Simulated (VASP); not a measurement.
# SnSe2 (P-3m1) in VASP: further runs

SnSe2 is run at these levels: PBE, r2SCAN; tasks: single point.

Program: VASP 6.6.1. These are calculated values, not measurements. Logs are shortened: lines on timing, memory, paths and dates and some standing lists are left out, and cuts for length are marked.

## 1. The cell of the first run

The structure is trigonal, space group P-3m1 (No. 164). Conventional cell: a = 4.016 Å, b = 4.016 Å, c = 6.538 Å, α = 90.00°, β = 90.00°, γ = 120.00°. Within 3.7 Å of Sn (site symmetry -3m) lie 6 Se at 2.77 Å. Within 3.7 Å of Se (site symmetry 3m) lie 3 Sn at 2.77 Å.

## 2. Single point, PBE (strain +5.0%)

INCAR reads:

```
  PREC = Accurate
  ENCUT = 520
  EDIFF = 1E-6
  ISMEAR = -1
  SIGMA = 0.02
  LREAL = F
  LASPH = T
  NELM = 100
  ALGO = Normal
  ISIF = 2
  LWAVE = F
  LCHARG = F
  GGA = PE
  NBANDS = 20
```

KPOINTS reads:

```
Automatic mesh
0
Gamma
  12 12 4
```

POSCAR reads:

```
SnSe2
1.0
    4.0164067919      0.0000000000      0.0000000000
   -2.0082033960      3.4783103137      0.0000000000
    0.0000000000      0.0000000000      6.5384330040
Sn Se
1 2
Direct
    0.0000000000      0.0000000000      0.0000000000
    0.3333333333      0.6666666667      0.2327426028
    0.6666666667      0.3333333333      0.7672573972
```

Potentials or basis: VASP PAW PBE potentials, release 64 (Sn_d, Se).

Launch:

```sh
$ cat potpaw_PBE.64/Sn_d/POTCAR potpaw_PBE.64/Se/POTCAR > POTCAR
$ mpirun -np 1 vasp_std > vasp.out
```

OUTCAR:

```text
PREC = Accurate
   ENCUT = 520
   EDIFF = 1E-6
   ISMEAR = -1
   LREAL = F
   LASPH = T
   NELM = 100
   ISIF = 2
   GGA = PE

 ion  position               nearest neighbor table
   1  0.000  0.000  0.000-   2 2.77   3 2.77   3 2.77   2 2.77   3 2.77   2 2.77
   2  0.333  0.667  0.233-   1 2.77   1 2.77   1 2.77
   3  0.667  0.333  0.767-   1 2.77   1 2.77   1 2.77

  LATTYP: Found a hexagonal cell.
 ALAT       =     4.0164067919
 C/A-ratio  =     1.6279309698

  Lattice vectors:

 A1 = (   4.0164067919,   0.0000000000,   0.0000000000)
 A2 = (  -2.0082033960,   3.4783103137,   0.0000000000)
 A3 = (   0.0000000000,   0.0000000000,   6.5384330040)

Analysis of symmetry for initial positions (statically):
=====================================================================
 Subroutine PRICEL returns:
 Original cell was already a primitive cell.

 Routine SETGRP: Setting up the symmetry group for a
 hexagonal supercell.

 Subroutine GETGRP returns: Found 12 space group operations
 (whereof 12 operations were pure point group operations)
 out of a pool of 24 trial point group operations.

The static configuration has the point symmetry D_3d.

Analysis of symmetry for dynamics (positions and initial velocities):
=====================================================================
 Subroutine PRICEL returns:
 Original cell was already a primitive cell.

 Routine SETGRP: Setting up the symmetry group for a
 hexagonal supercell.

 Subroutine GETGRP returns: Found 12 space group operations
 (whereof 12 operations were pure point group operations)
 out of a pool of 24 trial point group operations.

The dynamic configuration has the point symmetry D_3d.

 Subroutine INISYM returns: Found 12 space group operations
 (whereof 12 operations are pure point group operations),
 and found     1 'primitive' translations

----------------------------------------------------------------------------------------

                                     Primitive cell

  volume of cell :      91.3439

  direct lattice vectors                    reciprocal lattice vectors
     4.016406792  0.000000000  0.000000000     0.248978764  0.143747957  0.000000000
    -2.008203396  3.478310314  0.000000000     0.000000000  0.287495913  0.000000000
     0.000000000  0.000000000  6.538433004     0.000000000  0.000000000  0.152941844

  length of vectors
     4.016406792  4.016406792  6.538433004     0.287495913  0.287495913  0.152941844

  position of ions in fractional coordinates (direct lattice)
     0.000000000  0.000000000  0.000000000
     0.333333333  0.666666667  0.232742603
     0.666666667  0.333333333  0.767257397

  ion indices of the primitive-cell ions
   primitive index   ion index
                 1           1
                 2           2
                 3           3

----------------------------------------------------------------------------------------

 KPOINTS: Automatic mesh

Automatic generation of k-mesh.
 Grid dimensions read from file:
 generate k-points for:   12   12    4

 Generating k-lattice:

  Cartesian coordinates                     Fractional coordinates (reciprocal lattice)
     0.020748230  0.011978996  0.000000000     0.083333333  0.000000000  0.000000000
     0.000000000  0.023957993  0.000000000     0.000000000  0.083333333  0.000000000
     0.000000000  0.000000000  0.038235461     0.000000000  0.000000000  0.250000000

  Length of vectors
     0.023957993  0.023957993  0.038235461

  Shift w.r.t. Gamma in fractional coordinates (k-lattice)
     0.000000000  0.000000000  0.000000000

 Subroutine IBZKPT returns following result:
 ===========================================

 Found     69 irreducible k-points:

 Following reciprocal coordinates:
            Coordinates               Weight
  0.000000  0.000000  0.000000      1.000000
  0.083333 -0.000000  0.000000      6.000000
  0.166667 -0.000000  0.000000      6.000000
  0.250000 -0.000000  0.000000      6.000000
  0.333333 -0.000000  0.000000      6.000000
  0.416667 -0.000000  0.000000      6.000000
[... 16 lines left out ...]
  0.166667 -0.000000  0.250000      6.000000
  0.000000  0.166667  0.250000      6.000000
 [... further k-points ...]
   k-points           NKPTS =     69   k-points in BZ     NKDIM =     69   number of bands    NBANDS=     20
   number of dos      NEDOS =    301   number of ions     NIONS =      3
   total plane-waves  NPLWV =  45000
   dimension x,y,z NGX =    30 NGY =   30 NGZ =   50
   dimension x,y,z NGXF=    60 NGYF=   60 NGZF=  100
   ions per type =               1   2
   NGX,Y,Z   is equivalent  to a cutoff of  12.42, 12.42, 12.71 a.u.
   NGXF,Y,Z  is equivalent  to a cutoff of  24.84, 24.84, 25.43 a.u.
 SYSTEM =  unknown system
   PREC   = accura    normal or accurate (medium, high low for compatibility)
   ISTART =      0    job   : 0-new  1-cont  2-samecut
   ICHARG =      2    charge: 1-file 2-atom 10-const
   ISPIN  =      1    spin polarized calculation?
   LNONCOLLINEAR =      F non collinear calculations
   LSORBIT =      F    spin-orbit coupling
   LASPH  =      T    aspherical Exc in radial PAW
   ENCUT  =  520.0 eV  38.22 Ry    6.18 a.u.   7.47  7.47 12.16*2*pi/ulx,y,z
   NELM   =    100;   NELMIN=  2; NELMDL= -5     # of ELM steps
   EDIFF  = 0.1E-05   stopping-criterion for ELM
   LREAL  =      F    real-space projection
   EDIFFG = 0.1E-04   stopping-criterion for IOM
   NSW    =      0    number of steps for IOM
   IBRION =     -1    ionic relax: 0-MD 1-quasi-New 2-CG
   NFREE  =      0    steps in history (QN), initial steepest desc. (CG)
   ISIF   =      2    stress and relaxation
   ISYM   =      2    0-nonsym 1-usesym 2-fastsym
   POTIM  = 0.5000    time-step for ionic-motion
   TEBEG  =    0.0;   TEEND  =   0.0 temperature during run
   PSTRESS=    0.0 pullay stress
   NELECT =      26.0000    total number of electrons
   NUPDOWN=      -1.0000    fix difference up-down
   EMIN   =  10.00;   EMAX   =-10.00  energy-range for DOS
   EFERMI =   0.00;   METHOD = LEGACY
   ISMEAR =    -1;   SIGMA  =   0.02  broadening in eV -4-tet -1-fermi 0-gaus
   EFERMI_NEDOS =   21; number of points for ismear=-14 and -15
   IALGO  =     38    algorithm
   IMIX   =      4    mixing-type and parameters
     AMIX     =   0.40;   BMIX     =  1.00
     AMIX_MAG =   1.60;   BMIX_MAG =  1.00
  volume/ion in A,a.u.               =      30.45       205.47
  Fermi-wavevector in a.u.,A,eV,Ry     =   1.076893  2.035033 15.778668  1.159699
  Thomas-Fermi vector in A             =   2.212790
   LORBIT       =      0    0 simple, 1 ext, 2 COOP (PROOUT), +10 PAW based schemes
   GGA     = PE    functional components
   LHFCALC =     F    Hartree Fock is set to
   AEXX    =    0.0000 exact exchange contribution
   IVDW    =     0    specifies the selected vdW correction
   LEPSILON=     F    determine dielectric tensor
   LRPA    =     F    only Hartree local field effects (RPA)
 non-spin polarized calculation
  energy-cutoff  :      520.00
  volume of cell :       91.34
 maximum number of plane-waves:      2491
 NGX is ok and might be reduce to    30
   NGX = 15   NGY = 15   NGZ = 25

 number of electron      25.9999993 magnetization

 Free energy of the ion-electron system (eV)
  ---------------------------------------------------
  ext. energy  EPLUGINS =         0.00000000
  ---------------------------------------------------
  free energy    TOTEN  =       -11.79747432 eV

  energy without entropy =      -11.79747431  energy(sigma->0) =      -11.79747432

 E-fermi :   2.8343     XC(G=0):  -8.6195

 val. band max:        2.5355900233   @ k =   0.0000   0.0000   0.0000
 cond. band min:       3.0810604218   @ k =   0.0000   0.0000   0.0000
 fundamental gap:      0.5454703985
 Fermi energy:         2.8343023318

 k-point     1 :       0.0000    0.0000    0.0000
  band No.  band energies     occupation
      1     -18.6440      2.00000
      2     -18.6440      2.00000
      3     -18.6326      2.00000
      4     -18.6166      2.00000
      5     -18.6166      2.00000
      6     -10.6601      2.00000
[... 12 lines left out ...]
     19      11.1526      0.00000
     20      11.1526      0.00000

 k-point     2 :       0.0833   -0.0000    0.0000
  band No.  band energies     occupation
      1     -18.6463      2.00000
      2     -18.6430      2.00000
      3     -18.6314      2.00000
      4     -18.6170      2.00000
      5     -18.6158      2.00000
      6     -10.6041      2.00000
[... 12 lines left out ...]
     19      10.5455      0.00000
     20      11.2553      0.00000

 k-point     3 :       0.1667   -0.0000    0.0000
  band No.  band energies     occupation
      1     -18.6528      2.00000
      2     -18.6410      2.00000
      3     -18.6285      2.00000
      4     -18.6178      2.00000
      5     -18.6131      2.00000
      6     -10.4404      2.00000
[... 12 lines left out ...]
     19      10.8630      0.00000
     20      11.1423      0.00000

 k-point     4 :       0.2500   -0.0000    0.0000
  band No.  band energies     occupation
      1     -18.6620      2.00000
      2     -18.6394      2.00000
      3     -18.6265      2.00000
      4     -18.6168      2.00000
      5     -18.6084      2.00000
      6     -10.1846      2.00000
[... 12 lines left out ...]
     19      10.5827      0.00000
     20      11.3804      0.00000

 k-point     5 :       0.3333   -0.0000    0.0000
  band No.  band energies     occupation
      1     -18.6713      2.00000
      2     -18.6388      2.00000
      3     -18.6271      2.00000
      4     -18.6131      2.00000
      5     -18.6026      2.00000
      6      -9.8691      2.00000
[... 12 lines left out ...]
     19      10.9548      0.00000
     20      11.5306      0.00000
[... 353 lines left out ...]
      6     -10.5663      2.00000
[... 12 lines left out ...]
     19      10.7909      0.00000
     20      11.1721      0.00000

 k-point    22 :       0.0000    0.0833    0.2500
  band No.  band energies     occupation
      1     -18.6463      2.00000
      2     -18.6430      2.00000
      3     -18.6314      2.00000
      4     -18.6170      2.00000
      5     -18.6158      2.00000
      6     -10.5663      2.00000
[... 12 lines left out ...]
     19      10.8140      0.00000
     20      11.0132      0.00000

 k-point    23 :       0.1667   -0.0000    0.2500
  band No.  band energies     occupation
      1     -18.6528      2.00000
      2     -18.6410      2.00000
      3     -18.6285      2.00000
      4     -18.6179      2.00000
      5     -18.6131      2.00000
      6     -10.4038      2.00000
[... 12 lines left out ...]
     19      10.7523      0.00000
     20      11.5969      0.00000

 k-point    24 :       0.0000    0.1667    0.2500
  band No.  band energies     occupation
      1     -18.6529      2.00000
      2     -18.6410      2.00000
      3     -18.6285      2.00000
      4     -18.6178      2.00000
      5     -18.6131      2.00000
      6     -10.4038      2.00000
[... 12 lines left out ...]
     19      10.5993      0.00000
     20      11.1072      0.00000

 [... further k-points ...]

------------------------ aborting loop because EDIFF is reached ----------------------------------------

  FORCE on cell =-STRESS in cart. coord.  units (eV):
  Direction    XX          YY          ZZ          XY          YZ          ZX
  --------------------------------------------------------------------------------------
  -------------------------------------------------------------------------------------
  Total       -1.5755447     -1.5755447      0.6441143      0.0000000      0.0000000      0.0000000
  in kB      -27.6351368    -27.6351368     11.2977994      0.0000000      0.0000000      0.0000000
  external PRESSURE =     -14.6574914 kB  Pullay stress =       0.0000000 kB

 VOLUME and BASIS-vectors are now :
 -----------------------------------------------------------------------------
  energy-cutoff  :      520.00
  volume of cell :       91.34
      direct lattice vectors                 reciprocal lattice vectors
     4.016406792  0.000000000  0.000000000     0.248978764  0.143747957  0.000000000
    -2.008203396  3.478310314  0.000000000     0.000000000  0.287495913  0.000000000
     0.000000000  0.000000000  6.538433004     0.000000000  0.000000000  0.152941844

 POSITION                                       TOTAL-FORCE (eV/Angst)
 -----------------------------------------------------------------------------------
      0.00000      0.00000      0.00000        -0.000000      0.000000      0.000000
     -0.00000      2.31887      1.52177         0.000000     -0.000000      0.210805
      2.00820      1.15944      5.01666        -0.000000      0.000000     -0.210805
 -----------------------------------------------------------------------------------
    total drift:                                0.000000     -0.000000      0.000000

  FREE ENERGIE OF THE ION-ELECTRON SYSTEM (eV)
  ---------------------------------------------------
  free  energy   TOTEN  =       -11.7974743202 eV

  energy  without entropy=      -11.7974743111  energy(sigma->0) =      -11.79747432
```

It took 47 s on 1 thread of AMD EPYC 9R45 (Zen 5), shared host; peak memory 0.25 GiB.

Results:

```
Free energy            : -11.7975 eV
Pressure               : -1.5 GPa
Largest force          : 0.211 eV/Å
Band gap on the k mesh : 0.55 eV, direct
```

Forces on the atoms (eV/Å):
```
Sn   0.000  0.000  0.000
Se   0.000  0.000  0.211
Se   0.000  0.000 -0.211
```

Stress tensor (GPa, compression positive):
```
-2.76  0.00  0.00
 0.00 -2.76  0.00
 0.00  0.00  1.13
```

Caveat: the cell differs from its parent crystal (strain +5.0%); spin-orbit coupling is left out, which moves the levels of the heavy elements; this functional lacks dispersion, which binds the layers, so the pressure and a relaxed spacing across them are unreliable.

## 3. Single point, r2SCAN (epitaxial xy strain +1.5%)

POSCAR reads:

```
SnSe2
1.0
    3.8825265655      0.0000000000      0.0000000000
   -1.9412632828      3.3623666366      0.0000000000
    0.0000000000      0.0000000000      6.1523541028
Sn Se
1 2
Direct
    0.0000000000      0.0000000000      0.0000000000
    0.3333333333      0.6666666667      0.2532459628
    0.6666666667      0.3333333333      0.7467540372
```

INCAR.step1 reads:

```
SYSTEM = SnSe2
PREC = Accurate
ENCUT = 520
ISMEAR = 0
SIGMA = 0.01
LREAL = .FALSE.
LASPH = .TRUE.
NELM = 100
NBANDS = 20
GGA = PE
ALGO = Normal
EDIFF = 1E-4
LWAVE = .TRUE.
LCHARG = .FALSE.
```

INCAR.step2 reads:

```
SYSTEM = SnSe2
PREC = Accurate
ENCUT = 520
EDIFF = 1E-6
ISMEAR = 0
SIGMA = 0.01
LREAL = .FALSE.
LASPH = .TRUE.
NELM = 100
ALGO = Normal
ISIF = 2
LWAVE = .FALSE.
LCHARG = .FALSE.
METAGGA = R2SCAN
LMIXTAU = .TRUE.
NBANDS = 20
ISTART = 1
```

KPOINTS reads:

```
Automatic mesh
0
G
  12 12 4
  0 0 0
```

Potentials or basis: VASP PAW PBE potentials, release 64 (Sn_d, Se).

Launch:

```sh
$ cat potpaw_PBE.64/Sn_d/POTCAR potpaw_PBE.64/Se/POTCAR > POTCAR
$ cp INCAR.step1 INCAR
$ mpirun -np 1 vasp_std > vasp.out
$ cp INCAR.step2 INCAR
$ mpirun -np 1 vasp_std > vasp.out
```

It took 3.9 min on 1 thread of AMD EPYC 9R45 (Zen 5), shared host; peak memory 0.25 GiB.

Results (log left out):

```
Free energy            : -54.6210 eV
Pressure               : -0.3 GPa
Largest force          : 0.020 eV/Å
Band gap on the k mesh : 0.90 eV, indirect (least direct gap 1.16 eV)
```

Forces in eV/Å, atoms in the order of the input:
```
Sn   0.000  0.000  0.000
Se   0.000  0.000 -0.020
Se   0.000  0.000  0.020
```

Stress tensor (GPa, compression positive):
```
-0.90  0.00  0.00
 0.00 -0.90  0.00
 0.00  0.00  0.84
```

Levels at points of the mesh, in eV from the valence-band top:
```
           k point  band 10  band 11  band 12  band 13  band 14  band 15  band 16  band 17
(0.00, 0.00, 0.00)    -0.79    -0.52    -0.52    -0.05     1.11     3.29     4.83     4.83
(0.50, 0.00, 0.00)    -2.92    -2.69    -1.25    -0.39     1.26     4.11     5.62     5.80
(0.00, 0.00, 0.50)    -0.89    -0.89    -0.35    -0.35     2.48     3.22     4.54     4.54
(0.50, 0.00, 0.50)    -2.50    -1.97    -0.89    -0.82     0.95     4.58     5.17     6.36
```

Caveat: the cell differs from its parent crystal (epitaxial xy strain +1.5%); the PAW data sets were made with another functional, which shifts forces and pressure a little; spin-orbit coupling is left out, which moves the levels of the heavy elements.

## 4. Single point, r2SCAN (strain +5.0%)

POSCAR reads:

```
SnSe2
1.0
    4.0164067919      0.0000000000      0.0000000000
   -2.0082033960      3.4783103137      0.0000000000
    0.0000000000      0.0000000000      6.5384330040
Sn Se
1 2
Direct
    0.0000000000      0.0000000000      0.0000000000
    0.3333333333      0.6666666667      0.2327426028
    0.6666666667      0.3333333333      0.7672573972
```

INCAR.step1 reads:

```
PREC = Accurate ; ENCUT = 520
ISMEAR = 0 ; SIGMA = 0.01
LREAL = F ; LASPH = T
NELM = 60 ; NBANDS = 20
GGA = PE ; ALGO = Normal
EDIFF = 1E-4 ; LWAVE = T
LCHARG = F
```

INCAR.step2 reads:

```
PREC = Accurate ; ENCUT = 520
EDIFF = 1E-7 ; ISMEAR = 0
SIGMA = 0.01 ; LREAL = F
LASPH = T ; NELM = 60
ALGO = Normal ; ISIF = 2
LWAVE = F ; LCHARG = F
METAGGA = R2SCAN ; LMIXTAU = T
NBANDS = 20 ; ISTART = 1
```

KPOINTS reads:

```
regular mesh
0
Gamma
  12 12 4
```

Launch:

```sh
$ cat potpaw_PBE.64/Sn_d/POTCAR potpaw_PBE.64/Se/POTCAR > POTCAR
$ cp INCAR.step1 INCAR
$ mpirun -np 1 vasp_std > vasp.out
$ cp INCAR.step2 INCAR
$ mpirun -np 1 vasp_std > vasp.out
```

Wall time 6 min (1 thread of AMD EPYC 9R45 (Zen 5), shared host); peak memory 0.26 GiB.

It converged, with:

* Free energy: -54.5148 eV
* Pressure: -3.4 GPa
* Largest force: 0.013 eV/Å
* Band gap on the k mesh: 0.87 eV, direct

Forces in eV/Å, atoms in the order of the input:
```
Sn   0.000  0.000  0.000
Se   0.000  0.000 -0.013
Se   0.000  0.000  0.013
```

Stress tensor (GPa, compression positive):
```
-4.78  0.00  0.00
 0.00 -4.78  0.00
 0.00  0.00 -0.52
```

Levels at points of the mesh, in eV from the valence-band top:
```tsv
k point	band 10	band 11	band 12	band 13	band 14	band 15	band 16	band 17
(0.00, 0.00, 0.00)	-0.82	-0.49	-0.49	0.00	0.87	3.04	4.63	4.63
(0.50, 0.00, 0.00)	-2.52	-2.25	-0.67	-0.37	1.09	4.16	5.87	6.28
(0.00, 0.00, 0.50)	-0.87	-0.87	-0.41	-0.41	1.83	2.99	4.48	4.48
(0.50, 0.00, 0.50)	-2.44	-1.73	-0.57	-0.56	1.00	4.56	5.63	6.35
```

Caveat: the cell differs from its parent crystal (strain +5.0%); the PAW data sets were made with another functional, which shifts forces and pressure a little; spin-orbit coupling is left out, which moves the levels of the heavy elements. A k mesh can miss the band edges.

## 5. Overview

| level | cell | smearing | gap on the mesh (eV) | pressure (GPa) | largest force (eV/Å) |
| --- | --- | --- | --- | --- | --- |
| PBE | a = 4.016, b = 4.016, c = 6.538 Å, angles 90.0, 90.0, 120.0°, 3 atoms | fermi-dirac 0.02 eV | 0.55 | -1.5 | 0.21 |
| r2SCAN | a = 3.883, b = 3.883, c = 6.152 Å, angles 90.0, 90.0, 120.0°, 3 atoms | gaussian 0.01 eV | 0.90 | -0.3 | 0.02 |
| r2SCAN | a = 4.016, b = 4.016, c = 6.538 Å, angles 90.0, 90.0, 120.0°, 3 atoms | gaussian 0.01 eV | 0.87 | -3.4 | 0.01 |

Alike in all rows: task single point; potentials or basis VASP PAW PBE potentials, release 64 (Sn_d, Se); no spin polarisation; k mesh 12 × 12 × 4; cutoff (eV) 520.

Caveats: spin-orbit coupling is left out, which moves the levels of the heavy elements; the PAW data sets were made with another functional, which shifts forces and pressure a little (some runs); this functional lacks dispersion, which binds the layers, so the pressure and a relaxed spacing across them are unreliable (some runs).

Absolute energies hang on the potentials; compare differences alone.
